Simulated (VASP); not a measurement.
# Y3TaF2 (P6_3/mmc) in VASP: single point with PBE

Aim: the single point of Y3TaF2 with PBE.

Everything below comes from runs of VASP 6.6.1. Logs are shortened: lines on timing, memory, paths and dates and some standing lists are left out, and cuts for length are marked.

### 1 The cell of the first run

Symmetry: P6_3/mmc, No. 194, hexagonal system. Conventional cell: a = 3.420 Å, b = 3.420 Å, c = 23.938 Å, α = 90.00°, β = 90.00°, γ = 120.00°. Y (site symmetry 3m) has 3 F at 2.51 Å and 3 Ta at 3.12 Å and 6 Y at 3.42 Å within 3.5 Å. Within 3.7 Å of Y (site symmetry -3m) lie 6 F at 2.82 Å and 6 Y at 3.42 Å. Within 4.1 Å of Ta (site symmetry -6m2) lie 6 Y at 3.12 Å and 6 Ta at 3.42 Å. Within 3.5 Å of F (site symmetry 3m) lie 6 Y at 2.51 to 2.82 Å and 6 F at 3.42 Å.

### 2 Single point, PBE, collinear spin

INCAR reads:

```
  PREC = Accurate
  ENCUT = 600
  EDIFF = 1E-6
  ISMEAR = 0
  SIGMA = 0.1
  LREAL = F
  LASPH = T
  NELM = 200
  ALGO = Normal
  ISIF = 2
  LWAVE = F
  LCHARG = T
  ISPIN = 2
  MAGMOM = 0 0 0 0 0 0 1 1 0 0 0 0
  LORBIT = 11
  LMAXMIX = 4
  GGA = PE
  LELF = T
  LVHAR = T
  NBANDS = 74
  GGA_COMPAT = F
```

KPOINTS reads:

```
regular mesh
0
Gamma
  6 6 1
```

POSCAR reads:

```
Y3TaF2
1.0
    3.4196308307      0.0000000000      0.0000000000
   -1.7098154153      2.9614871709      0.0000000000
    0.0000000000      0.0000000000     23.9381286147
Y Ta F
6 2 4
Direct
    0.6666666667      0.3333333333      0.8509320906
    0.0000000000      0.0000000000      0.0000000000
    0.3333333333      0.6666666667      0.1490679094
    0.0000000000      0.0000000000      0.5000000000
    0.6666666667      0.3333333333      0.6490679094
    0.3333333333      0.6666666667      0.3509320906
    0.0000000000      0.0000000000      0.7500000000
    0.0000000000      0.0000000000      0.2500000000
    0.3333333333      0.6666666667      0.9156162888
    0.6666666667      0.3333333333      0.0843837112
    0.3333333333      0.6666666667      0.5843837112
    0.6666666667      0.3333333333      0.4156162888
```

Potentials or basis: VASP PAW PBE potentials, release 64 (Y_sv, Ta_pv, F).

Launch:

```console
$ cat potpaw_PBE.64/Y_sv/POTCAR potpaw_PBE.64/Ta_pv/POTCAR potpaw_PBE.64/F/POTCAR > POTCAR
$ mpirun -np 1 vasp_std > vasp.out
```

OUTCAR:

```text
PREC = Accurate
   ENCUT = 600
   EDIFF = 1E-6
   ISMEAR = 0
   LREAL = F
   LASPH = T
   NELM = 200
   ISIF = 2
   ISPIN = 2
   LORBIT = 11
   GGA = PE

 ion  position               nearest neighbor table
   1  0.667  0.333  0.851-   9 2.51   9 2.51   9 2.51   7 3.12   7 3.12   7 3.12   2 4.08   2 4.08
                             2 4.08
   2  0.000  0.000  0.000-   9 2.82  10 2.82   9 2.82  10 2.82  10 2.82   9 2.82   1 4.08   3 4.08
                             3 4.08   1 4.08   3 4.08   1 4.08
   3  0.333  0.667  0.149-  10 2.51  10 2.51  10 2.51   8 3.12   8 3.12   8 3.12   2 4.08   2 4.08
                             2 4.08
   4  0.000  0.000  0.500-  11 2.82  12 2.82  11 2.82  12 2.82  12 2.82  11 2.82   5 4.08   6 4.08
                             6 4.08   5 4.08   6 4.08   5 4.08
   5  0.667  0.333  0.649-  11 2.51  11 2.51  11 2.51   7 3.12   7 3.12   7 3.12   4 4.08   4 4.08
                             4 4.08
   6  0.333  0.667  0.351-  12 2.51  12 2.51  12 2.51   8 3.12   8 3.12   8 3.12   4 4.08   4 4.08
                             4 4.08
   7  0.000  0.000  0.750-   1 3.12   5 3.12   1 3.12   5 3.12   1 3.12   5 3.12
   8  0.000  0.000  0.250-   3 3.12   6 3.12   3 3.12   6 3.12   3 3.12   6 3.12
   9  0.333  0.667  0.916-   1 2.51   1 2.51   1 2.51   2 2.82   2 2.82   2 2.82
  10  0.667  0.333  0.084-   3 2.51   3 2.51   3 2.51   2 2.82   2 2.82   2 2.82
  11  0.333  0.667  0.584-   5 2.51   5 2.51   5 2.51   4 2.82   4 2.82   4 2.82
  12  0.667  0.333  0.416-   6 2.51   6 2.51   6 2.51   4 2.82   4 2.82   4 2.82

  LATTYP: Found a hexagonal cell.
 ALAT       =     3.4196308307
 C/A-ratio  =     7.0002084435

  Lattice vectors:

 A1 = (   3.4196308307,   0.0000000000,   0.0000000000)
 A2 = (  -1.7098154153,   2.9614871709,   0.0000000000)
 A3 = (   0.0000000000,   0.0000000000,  23.9381286147)

Analysis of symmetry for initial positions (statically):
=====================================================================
 Subroutine PRICEL returns:
 Original cell was already a primitive cell.

 Routine SETGRP: Setting up the symmetry group for a
 hexagonal supercell.

 Subroutine GETGRP returns: Found 24 space group operations
 (whereof 12 operations were pure point group operations)
 out of a pool of 24 trial point group operations.

The static configuration has the point symmetry D_3d.
 The point group associated with its full space group is D_6h.

Analysis of symmetry for dynamics (positions and initial velocities):
=====================================================================
 Subroutine PRICEL returns:
 Original cell was already a primitive cell.

 Routine SETGRP: Setting up the symmetry group for a
 hexagonal supercell.

 Subroutine GETGRP returns: Found 24 space group operations
 (whereof 12 operations were pure point group operations)
 out of a pool of 24 trial point group operations.

The dynamic configuration has the point symmetry D_3d.
 The point group associated with its full space group is D_6h.

Analysis of structural, dynamic, and magnetic symmetry:
=====================================================================
 Subroutine PRICEL returns:
 Original cell was already a primitive cell.

 Routine SETGRP: Setting up the symmetry group for a
 hexagonal supercell.

 Subroutine GETGRP returns: Found 24 space group operations
 (whereof 12 operations were pure point group operations)
 out of a pool of 24 trial point group operations.

The overall configuration has the point symmetry D_3d.
 The point group associated with its full space group is D_6h.

 Subroutine INISYM returns: Found 24 space group operations
 (whereof 12 operations are pure point group operations),
 and found     1 'primitive' translations

----------------------------------------------------------------------------------------

                                     Primitive cell

  volume of cell :     242.4260

  direct lattice vectors                    reciprocal lattice vectors
[... 89 lines left out ...]
   EDIFF  = 0.1E-05   stopping-criterion for ELM
   LREAL  =      F    real-space projection
   EDIFFG = 0.1E-04   stopping-criterion for IOM
   NSW    =      0    number of steps for IOM
   IBRION =     -1    ionic relax: 0-MD 1-quasi-New 2-CG
   NFREE  =      0    steps in history (QN), initial steepest desc. (CG)
   ISIF   =      2    stress and relaxation
   ISYM   =      2    0-nonsym 1-usesym 2-fastsym
   POTIM  = 0.5000    time-step for ionic-motion
   TEBEG  =    0.0;   TEEND  =   0.0 temperature during run
   PSTRESS=    0.0 pullay stress
   NELECT =     116.0000    total number of electrons
   NUPDOWN=      -1.0000    fix difference up-down
   EMIN   =  10.00;   EMAX   =-10.00  energy-range for DOS
   EFERMI =   0.00;   METHOD = LEGACY
   ISMEAR =     0;   SIGMA  =   0.10  broadening in eV -4-tet -1-fermi 0-gaus
   EFERMI_NEDOS =   21; number of points for ismear=-14 and -15
   IALGO  =     38    algorithm
   IMIX   =      4    mixing-type and parameters
     AMIX     =   0.40;   BMIX     =  1.00
     AMIX_MAG =   1.60;   BMIX_MAG =  1.00
  volume/ion in A,a.u.               =      20.20       136.33
  Fermi-wavevector in a.u.,A,eV,Ry     =   1.280465  2.419728 22.307987  1.639591
  Thomas-Fermi vector in A             =   2.412891
   LORBIT       =     11    0 simple, 1 ext, 2 COOP (PROOUT), +10 PAW based schemes
   GGA     = PE    functional components
   LHFCALC =     F    Hartree Fock is set to
   AEXX    =    0.0000 exact exchange contribution
   IVDW    =     0    specifies the selected vdW correction
   LEPSILON=     F    determine dielectric tensor
   LRPA    =     F    only Hartree local field effects (RPA)
 spin polarized calculation
 Gauss-broadening in eV      SIGMA  =   0.10
  energy-cutoff  :      600.00
  volume of cell :      242.43
 maximum number of plane-waves:      8126
 NGX is ok and might be reduce to    28
   NGX = 13   NGY = 13   NGZ = 95

 number of electron     116.0000000 magnetization       0.8419215

 Free energy of the ion-electron system (eV)
  ---------------------------------------------------
  ext. energy  EPLUGINS =         0.00000000
  ---------------------------------------------------
  free energy    TOTEN  =       -84.83745721 eV

  energy without entropy =      -84.77918547  energy(sigma->0) =      -84.80832134

 E-fermi :   4.6682     XC(G=0): -10.4023

 val. band max:        4.6658581481   @ k =   0.0000   0.0000   0.0000
 cond. band min:       4.7076443180   @ k =   0.3333   0.1667   0.0000
 fundamental gap:      0.0417861699
 Fermi energy:         4.6682441635

 spin component 1

 k-point     1 :       0.0000    0.0000    0.0000
  band No.  band energies     occupation
      1     -39.0319      1.00000
      2     -39.0319      1.00000
      3     -38.0466      1.00000
      4     -38.0466      1.00000
      5     -38.0451      1.00000
      6     -38.0450      1.00000
[... 500 lines left out ...]
     69       6.2166      0.00000
     70       6.5283      0.00000
 Fermi energy:         4.6682441635

 spin component 2

 k-point     1 :       0.0000    0.0000    0.0000
  band No.  band energies     occupation
      1     -39.0295      1.00000
      2     -39.0295      1.00000
      3     -38.0060      1.00000
      4     -38.0060      1.00000
      5     -38.0045      1.00000
      6     -38.0045      1.00000
[... 500 lines left out ...]
     69       6.2500      0.00000
     70       6.6137      0.00000
 [bands above 70 left out]

------------------------ aborting loop because EDIFF is reached ----------------------------------------

  FORCE on cell =-STRESS in cart. coord.  units (eV):
  Direction    XX          YY          ZZ          XY          YZ          ZX
  --------------------------------------------------------------------------------------
  -------------------------------------------------------------------------------------
  Total       -1.1383769     -1.1383769      0.0471546     -0.0000000      0.0000000     -0.0000000
  in kB       -7.5234559     -7.5234559      0.3116414     -0.0000000      0.0000000     -0.0000000
  external PRESSURE =      -4.9117568 kB  Pullay stress =       0.0000000 kB

 VOLUME and BASIS-vectors are now :
 -----------------------------------------------------------------------------
  energy-cutoff  :      600.00
  volume of cell :      242.43
      direct lattice vectors                 reciprocal lattice vectors
     3.419630831  0.000000000  0.000000000     0.292429227  0.168834093  0.000000000
    -1.709815415  2.961487171  0.000000000     0.000000000  0.337668186  0.000000000
     0.000000000  0.000000000 23.938128615     0.000000000  0.000000000  0.041774360

 POSITION                                       TOTAL-FORCE (eV/Angst)
 -----------------------------------------------------------------------------------
      1.70982      0.98716     20.36972         0.000000     -0.000000     -0.064086
      0.00000      0.00000      0.00000        -0.000000     -0.000000      0.000000
     -0.00000      1.97432      3.56841        -0.000000     -0.000000      0.064086
      0.00000      0.00000     11.96906        -0.000000     -0.000000      0.000000
      1.70982      0.98716     15.53747         0.000000     -0.000000      0.064086
     -0.00000      1.97432      8.40066        -0.000000     -0.000000     -0.064086
      0.00000      0.00000     17.95360        -0.000000     -0.000000      0.000000
      0.00000      0.00000      5.98453         0.000000     -0.000000      0.000000
     -0.00000      1.97432     21.91814        -0.000000      0.000000      0.170609
      1.70982      0.98716      2.01999         0.000000     -0.000000     -0.170609
     -0.00000      1.97432     13.98905         0.000000      0.000000     -0.170609
      1.70982      0.98716      9.94908        -0.000000     -0.000000      0.170609
 -----------------------------------------------------------------------------------
    total drift:                                0.000000      0.000000      0.000000

  FREE ENERGIE OF THE ION-ELECTRON SYSTEM (eV)
  ---------------------------------------------------
  free  energy   TOTEN  =       -84.8374572088 eV

  energy  without entropy=      -84.7791854709  energy(sigma->0) =      -84.80832134

 total charge

# of ion       s       p       d       f       tot
--------------------------------------------------
    1        2.264   6.309   1.065   0.036   9.674
    2        2.250   6.103   1.023   0.020   9.396
    3        2.264   6.309   1.065   0.036   9.674
    4        2.250   6.103   1.023   0.020   9.396
    5        2.264   6.309   1.065   0.036   9.674
    6        2.264   6.309   1.065   0.036   9.674
    7        0.357   6.094   2.153   0.000   8.604
    8        0.357   6.094   2.153   0.000   8.604
    9        1.738   4.331   0.000   0.000   6.069
   10        1.738   4.331   0.000   0.000   6.069
   11        1.738   4.331   0.000   0.000   6.069
   12        1.738   4.331   0.000   0.000   6.069
--------------------------------------------------
tot         21.224  66.953  10.612   0.183  98.972

 magnetization (x)

# of ion       s       p       d       f       tot
--------------------------------------------------
    1        0.004   0.024   0.074   0.001   0.103
    2        0.000   0.001   0.004   0.000   0.005
    3        0.004   0.024   0.074   0.001   0.103
    4        0.000   0.001   0.004   0.000   0.005
    5        0.004   0.024   0.074   0.001   0.103
    6        0.004   0.024   0.074   0.001   0.103
    7        0.000   0.007   0.080   0.000   0.087
    8        0.000   0.007   0.080   0.000   0.087
    9        0.000   0.002   0.000   0.000   0.002
   10        0.000   0.002   0.000   0.000   0.002
   11        0.000   0.002   0.000   0.000   0.002
   12        0.000   0.002   0.000   0.000   0.002
--------------------------------------------------
tot          0.020   0.116   0.463   0.005   0.603
```

It took 18 min on 1 thread of Intel Xeon 8259CL, shared host; peak memory 0.65 GiB.

Results:

| Item | Value |
| --- | --- |
| Free energy | -84.8375 eV |
| Pressure | -0.5 GPa |
| Largest force | 0.171 eV/Å |
| Net moment | 0.84 μB per cell |
| Site moments | Y +0.10, +0.01 (each value once); Ta +0.09; F +0.00 μB |
| Valence electrons inside the program's atomic spheres | Y 9.67, 9.40 (each value once); Ta 8.60; F 6.07 |

Forces on the atoms (eV/Å):
```
Y    0.000  0.000 -0.064
Y    0.000  0.000  0.000
Y    0.000  0.000  0.064
Y    0.000  0.000  0.000
Y    0.000  0.000  0.064
Y    0.000  0.000 -0.064
Ta   0.000  0.000  0.000
Ta   0.000  0.000  0.000
F    0.000  0.000  0.171
F    0.000  0.000 -0.171
F    0.000  0.000 -0.171
F    0.000  0.000  0.171
```

Stress tensor (GPa, compression positive):
```
-0.75  0.00  0.00
 0.00 -0.75  0.00
 0.00  0.00  0.03
```

Levels at points of the mesh, in eV from the Fermi level:
Spin up:
| k point | band 54 | band 55 | band 56 | band 57 | band 58 | band 59 | band 60 | band 61 | band 62 | band 63 |
| --- | --- | --- | --- | --- | --- | --- | --- | --- | --- | --- |
| (0.00, 0.00, 0.00) | -1.90 | -0.03 | 0.07 | 0.33 | 0.33 | 0.33 | 0.33 | 0.84 | 0.84 | 0.84 |
| (0.50, 0.00, 0.00) | -1.39 | -0.75 | -0.75 | -0.38 | -0.31 | 0.33 | 0.52 | 0.54 | 0.54 | 0.81 |
Spin down:
| k point | band 56 | band 57 | band 58 | band 59 | band 60 | band 61 |
| --- | --- | --- | --- | --- | --- | --- |
| (0.00, 0.00, 0.00) | 0.11 | 0.37 | 0.37 | 0.37 | 0.37 | 0.90 |
| (0.50, 0.00, 0.00) | -0.69 | -0.21 | -0.14 | 0.37 | 0.55 | 0.67 |

Caveat: a moment this small can come from the mesh or the smearing; spin-orbit coupling is left out, which moves the levels of the heavy elements.
